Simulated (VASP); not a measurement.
# MgS (Imm2) in VASP: single point with HSE06

Aim: the single point of MgS with HSE06.

Everything below comes from runs of VASP 6.6.1. Logs are shortened: lines on timing, memory, paths and dates and some standing lists are left out, and cuts for length are marked.

**1. The cell of the first run**

It takes space group Imm2 (No. 44, orthorhombic). The conventional cell has a = 3.913 Å, b = 4.094 Å, c = 5.662 Å, α = 90.00°, β = 90.00°, γ = 90.00°. Mg (site symmetry mm2) has 4 S at 2.44 to 2.46 Å within 3.2 Å. Within 3.2 Å of S (site symmetry mm2) lie 4 Mg at 2.44 to 2.46 Å.

**2. Single point, HSE06 (shear xy strain +4.5%)**

The input, POSCAR:

```
MgS
1.0
    0.0638362727      2.8308768389      2.8308768389
    2.8308768389      0.0638362727      2.8308768389
    2.8947131117      2.8947131117      0.0000000001
Mg S
1 1
Direct
    0.0042168796      0.0042168796     -0.0042168796
    0.2457831204      0.2457831204      0.2542168796
```

The input, INCAR.step1:

```
PREC     = Accurate       # precision mode
ENCUT    = 520            # plane-wave cutoff, eV
EDIFF    = 1E-5           # SCF threshold, eV
ISMEAR   = 0              # smearing method
SIGMA    = 0.01           # smearing width, eV
LREAL    = False          # projectors in reciprocal space
LASPH    = True           # aspherical terms in the spheres
NELM     = 100            # most SCF steps
ALGO     = Normal         # electronic algorithm
ISIF     = 2              # what is computed and relaxed
LWAVE    = True           # write WAVECAR
GGA      = PE             # functional
NBANDS   = 11             # bands
```

The input, INCAR.step2:

```
PREC     = Accurate       # precision mode
ENCUT    = 520            # plane-wave cutoff, eV
EDIFF    = 1E-7           # SCF threshold, eV
ISMEAR   = 0              # smearing method
SIGMA    = 0.01           # smearing width, eV
LREAL    = False          # projectors in reciprocal space
LASPH    = True           # aspherical terms in the spheres
NELM     = 100            # most SCF steps
ALGO     = Normal         # electronic algorithm
ISIF     = 2              # what is computed and relaxed
LWAVE    = False          # write WAVECAR
LCHARG   = True           # write CHGCAR
GGA      = PE             # functional
LHFCALC  = True           # exact exchange
HFSCREEN = 0.2079         # screening, 1/A
PRECFOCK = Normal       
LELF     = True           # ELF
LVHAR    = True         
ISTART   = 1            
NBANDS   = 11             # bands
```

The input, KPOINTS:

```
regular mesh
0
Gamma
  6 6 6
```

Potentials or basis: VASP PAW PBE potentials, release 64 (Mg, S).

On the command line:

```bash
$ cat potpaw_PBE.64/Mg/POTCAR potpaw_PBE.64/S/POTCAR > POTCAR
$ cp INCAR.step1 INCAR
$ mpirun -np 1 vasp_std > vasp.out
$ cp INCAR.step2 INCAR
$ mpirun -np 1 vasp_std > vasp.out
```

OUTCAR:

```text
PREC = Accurate
   ENCUT = 520
   EDIFF = 1E-7
   ISMEAR = 0
   LREAL = False
   LASPH = True
   NELM = 100
   ISIF = 2
   GGA = PE
   LHFCALC = True
   HFSCREEN = 0.2079
   PRECFOCK = Normal
   ISTART = 1

 ion  position               nearest neighbor table
   1  0.004  0.004  0.996-   2 2.44   2 2.44   2 2.46   2 2.46
   2  0.246  0.246  0.254-   1 2.44   1 2.44   1 2.46   1 2.46

  LATTYP: Found a body centered orthorhombic cell.
 ALAT       =     3.9131862964
 B/A-ratio  =     1.0461404676
 C/A-ratio  =     1.4468397998

  Lattice vectors:

 A1 = (   2.8308768390,   0.0638362728,  -2.8308768388)
 A2 = (  -2.8308768389,  -0.0638362727,  -2.8308768389)
 A3 = (   0.0638362727,   2.8308768389,   2.8308768389)

Analysis of symmetry for initial positions (statically):
=====================================================================
 Subroutine PRICEL returns:
 Original cell was already a primitive cell.

 Routine SETGRP: Setting up the symmetry group for a
 body centered orthorhombic supercell.

 Subroutine GETGRP returns: Found  4 space group operations
 (whereof  4 operations were pure point group operations)
 out of a pool of  8 trial point group operations.

The static configuration has the point symmetry C_2v.

Analysis of symmetry for dynamics (positions and initial velocities):
=====================================================================
 Subroutine PRICEL returns:
 Original cell was already a primitive cell.

 Routine SETGRP: Setting up the symmetry group for a
 body centered orthorhombic supercell.

 Subroutine GETGRP returns: Found  4 space group operations
 (whereof  4 operations were pure point group operations)
 out of a pool of  8 trial point group operations.

The dynamic configuration has the point symmetry C_2v.

 Subroutine INISYM returns: Found  4 space group operations
 (whereof  4 operations are pure point group operations),
 and found     1 'primitive' translations

----------------------------------------------------------------------------------------

                                     Primitive cell

  volume of cell :      45.3495

  direct lattice vectors                    reciprocal lattice vectors
     0.063836273  2.830876839  2.830876839    -0.180698471  0.180698471  0.176623721
     2.830876839  0.063836273  2.830876839     0.180698471 -0.180698471  0.176623721
     2.894713112  2.894713112  0.000000000     0.172728689  0.172728689 -0.176623721

  length of vectors
     4.003973330  4.003973330  4.093742542     0.310644191  0.310644191  0.301440439

  position of ions in fractional coordinates (direct lattice)
     0.004216880  0.004216880  0.995783120
     0.245783120  0.245783120  0.254216880

  ion indices of the primitive-cell ions
   primitive index   ion index
                 1           1
                 2           2

----------------------------------------------------------------------------------------

 KPOINTS: regular mesh

Automatic generation of k-mesh.
 Grid dimensions read from file:
 generate k-points for:    6    6    6

 Generating k-lattice:

  Cartesian coordinates                     Fractional coordinates (reciprocal lattice)
    -0.030116412  0.030116412  0.029437287     0.166666667 -0.000000000  0.000000000
     0.030116412 -0.030116412  0.029437287    -0.000000000  0.166666667  0.000000000
     0.028788115  0.028788115 -0.029437287     0.000000000  0.000000000  0.166666667

  Length of vectors
     0.051774032  0.051774032  0.050240073

  Shift w.r.t. Gamma in fractional coordinates (k-lattice)
     0.000000000  0.000000000  0.000000000

 Subroutine IBZKPT returns following result:
 ===========================================

 Found     46 irreducible k-points:

 Following reciprocal coordinates:
            Coordinates               Weight
  0.000000  0.000000  0.000000      1.000000
  0.166667  0.000000  0.000000      4.000000
  0.333333  0.000000 -0.000000      4.000000
  0.500000  0.000000 -0.000000      2.000000
  0.166667  0.166667  0.000000      2.000000
  0.333333  0.166667  0.000000      4.000000
[... 16 lines left out ...]
 -0.166667  0.333333  0.166667      4.000000
  0.500000  0.500000  0.166667      4.000000
 [... further k-points ...]
   k-points           NKPTS =     46   k-points in BZ     NKDIM =    216   number of bands    NBANDS=     11
   number of dos      NEDOS =    301   number of ions     NIONS =      2
   total plane-waves  NPLWV =  27000
   dimension x,y,z NGX =    30 NGY =   30 NGZ =   30
   dimension x,y,z NGXF=    60 NGYF=   60 NGZF=   60
   ions per type =               1   1
   NGX,Y,Z   is equivalent  to a cutoff of  12.46, 12.46, 12.18 a.u.
   NGXF,Y,Z  is equivalent  to a cutoff of  24.91, 24.91, 24.37 a.u.
 SYSTEM =  unknown system
   PREC   = accura    normal or accurate (medium, high low for compatibility)
   ISTART =      1    job   : 0-new  1-cont  2-samecut
   ICHARG =      0    charge: 1-file 2-atom 10-const
   ISPIN  =      1    spin polarized calculation?
   LNONCOLLINEAR =      F non collinear calculations
   LSORBIT =      F    spin-orbit coupling
   LASPH  =      T    aspherical Exc in radial PAW
   ENCUT  =  520.0 eV  38.22 Ry    6.18 a.u.   7.44  7.44  7.61*2*pi/ulx,y,z
   NELM   =    100;   NELMIN=  2; NELMDL=  0     # of ELM steps
   EDIFF  = 0.1E-06   stopping-criterion for ELM
   LREAL  =      F    real-space projection
   EDIFFG = 0.1E-05   stopping-criterion for IOM
   NSW    =      0    number of steps for IOM
   IBRION =     -1    ionic relax: 0-MD 1-quasi-New 2-CG
   NFREE  =      0    steps in history (QN), initial steepest desc. (CG)
   ISIF   =      2    stress and relaxation
   ISYM   =      3    0-nonsym 1-usesym 2-fastsym
   POTIM  = 0.5000    time-step for ionic-motion
   TEBEG  =    0.0;   TEEND  =   0.0 temperature during run
   PSTRESS=    0.0 pullay stress
   NELECT =       8.0000    total number of electrons
   NUPDOWN=      -1.0000    fix difference up-down
   EMIN   =  10.00;   EMAX   =-10.00  energy-range for DOS
   EFERMI =   0.00;   METHOD = LEGACY
   ISMEAR =     0;   SIGMA  =   0.01  broadening in eV -4-tet -1-fermi 0-gaus
   EFERMI_NEDOS =   21; number of points for ismear=-14 and -15
   IALGO  =     38    algorithm
   IMIX   =      1    mixing-type and parameters
     AMIX     =   0.40;   BMIX     =  1.00
     AMIX_MAG =   1.60;   BMIX_MAG =  1.00
  volume/ion in A,a.u.               =      22.67       153.02
  Fermi-wavevector in a.u.,A,eV,Ry     =   0.918151  1.735054 11.469731  0.843001
  Thomas-Fermi vector in A             =   2.043200
   LORBIT       =      0    0 simple, 1 ext, 2 COOP (PROOUT), +10 PAW based schemes
   GGA     = PE    functional components
   LHFCALC =     T    Hartree Fock is set to
   PRECFOCK=normal    Normal, Fast or Accurate (Low or Medium for compatibility)
   ENCUT4O =  -1.0   cutoff for four orbital integrals eV
   NKREDX  =     1    reduce k-point grid by
   NKREDY  =     1    reduce k-point grid by
   NKREDZ  =     1    reduce k-point grid by
   AEXX    =    0.2500 exact exchange contribution
   HFSCREEN=    0.2079 screening length (either q_TF or 0.3 A-1)
   HFSCREENC=   0.2079 screening length for correlation (either q_TF or 0.3 A-1)
   ENCUTFOCK=  -1.0 apply spherical cutoff to Coloumb kernel
   IVDW    =     0    specifies the selected vdW correction
   LEPSILON=     F    determine dielectric tensor
   LRPA    =     F    only Hartree local field effects (RPA)
 non-spin polarized calculation
 Gauss-broadening in eV      SIGMA  =   0.01
  energy-cutoff  :      520.00
  volume of cell :       45.35
 maximum number of plane-waves:      1243
 NGX is ok and might be reduce to    30
  NGX = 24; NGY = 24; NGZ = 24

 number of electron       8.0000000 magnetization

 Free energy of the ion-electron system (eV)
  ---------------------------------------------------
  ext. energy  EPLUGINS =         0.00000000
  ---------------------------------------------------
  free energy    TOTEN  =        -9.83652224 eV

  energy without entropy =       -9.83652224  energy(sigma->0) =       -9.83652224

 E-fermi :   0.6109     XC(G=0):  -7.0222

 val. band max:        0.4823340912   @ k =   0.0000   0.0000   0.0000
 cond. band min:       4.8260701807   @ k =   0.0000   0.0000   0.0000
 fundamental gap:      4.3437360894
 Fermi energy:         0.6108802036

 k-point     1 :       0.0000    0.0000    0.0000
  band No.  band energies     occupation
      1     -12.0863      2.00000
      2       0.2118      2.00000
      3       0.3333      2.00000
      4       0.4823      2.00000
      5       4.8261      0.00000
      6       9.2162      0.00000
      7       9.5462      0.00000
      8       9.8438      0.00000
      9      12.5344      0.00000
     10      12.5586      0.00000
     11      15.3450      0.00000

 k-point     2 :       0.1667    0.0000    0.0000
  band No.  band energies     occupation
      1     -11.9112      2.00000
      2      -0.7038      2.00000
      3       0.1153      2.00000
      4       0.2672      2.00000
      5       5.8261      0.00000
      6       9.4221      0.00000
      7       9.5239      0.00000
      8       9.9093      0.00000
      9      11.7697      0.00000
     10      11.9269      0.00000
     11      14.3142      0.00000

 k-point     3 :       0.3333    0.0000   -0.0000
  band No.  band energies     occupation
      1     -11.5184      2.00000
      2      -2.3245      2.00000
      3      -0.0600      2.00000
      4       0.0531      2.00000
      5       6.4994      0.00000
      6       9.2473      0.00000
      7       9.4780      0.00000
      8       9.8542      0.00000
      9      12.7075      0.00000
     10      13.1322      0.00000
     11      13.6990      0.00000
[... 267 lines left out ...]
 k-point    23 :      -0.1667    0.3333    0.1667
  band No.  band energies     occupation
      1     -11.2591      2.00000
      2      -2.3078      2.00000
      3      -1.0478      2.00000
      4      -0.4677      2.00000
      5       7.0298      0.00000
      6       8.5497      0.00000
      7       8.8276      0.00000
      8      11.3797      0.00000
      9      12.3149      0.00000
     10      15.8765      0.00000
     11      16.7132      0.00000

 k-point    24 :       0.5000    0.5000    0.1667
  band No.  band energies     occupation
      1     -11.1681      2.00000
      2      -2.5148      2.00000
      3      -1.2576      2.00000
      4      -0.4238      2.00000
      5       5.9847      0.00000
      6       7.7756      0.00000
      7      11.1498      0.00000
      8      12.2640      0.00000
      9      13.5164      0.00000
     10      15.4864      0.00000
     11      16.4917      0.00000

 [... further k-points ...]

------------------------ aborting loop because EDIFF is reached ----------------------------------------

  FORCE on cell =-STRESS in cart. coord.  units (eV):
  Direction    XX          YY          ZZ          XY          YZ          ZX
  --------------------------------------------------------------------------------------
  -------------------------------------------------------------------------------------
  Total       -0.0356153     -0.0356153     -0.0573267     -0.4062205     -0.0000000     -0.0000000
  in kB       -1.2582727     -1.2582727     -2.0253300    -14.3516023     -0.0000000     -0.0000000
  external PRESSURE =      -1.5139585 kB  Pullay stress =       0.0000000 kB

 VOLUME and BASIS-vectors are now :
 -----------------------------------------------------------------------------
  energy-cutoff  :      520.00
  volume of cell :       45.35
      direct lattice vectors                 reciprocal lattice vectors
     0.063836273  2.830876839  2.830876839    -0.180698471  0.180698471  0.176623721
     2.830876839  0.063836273  2.830876839     0.180698471 -0.180698471  0.176623721
     2.894713112  2.894713112  0.000000000     0.172728689  0.172728689 -0.176623721

 POSITION                                       TOTAL-FORCE (eV/Angst)
 -----------------------------------------------------------------------------------
      2.89471      2.89471      0.02387         0.000000      0.000000     -0.003493
      1.44736      1.44736      1.39156        -0.000000     -0.000000      0.003493
 -----------------------------------------------------------------------------------
    total drift:                                0.000001      0.000001      0.000193

  FREE ENERGIE OF THE ION-ELECTRON SYSTEM (eV)
  ---------------------------------------------------
  free  energy   TOTEN  =        -9.8365222412 eV

  energy  without entropy=       -9.8365222412  energy(sigma->0) =       -9.83652224
```

It took 54 min on 1 thread of AMD EPYC 7R43 (Zen 3), shared host; peak memory 0.27 GiB.

Results:

```yaml
Free_energy: -9.8365 eV
Pressure: -0.2 GPa
Largest_force: 0.003 eV/Å
Band_gap_on_the_k_mesh: 4.34 eV
```

Forces in eV/Å, atoms in the order of the input:
```
Mg   0.000  0.000 -0.003
S    0.000  0.000  0.003
```

Stress tensor (GPa, compression positive):
```
-0.13 -1.44  0.00
-1.44 -0.13  0.00
 0.00  0.00 -0.20
```

Caveat: the cell differs from its parent crystal (shear xy strain +4.5%); the structure was generated, so it needn't be the stable form of MgS; the PAW data sets were made with another functional, which shifts forces and pressure a little.
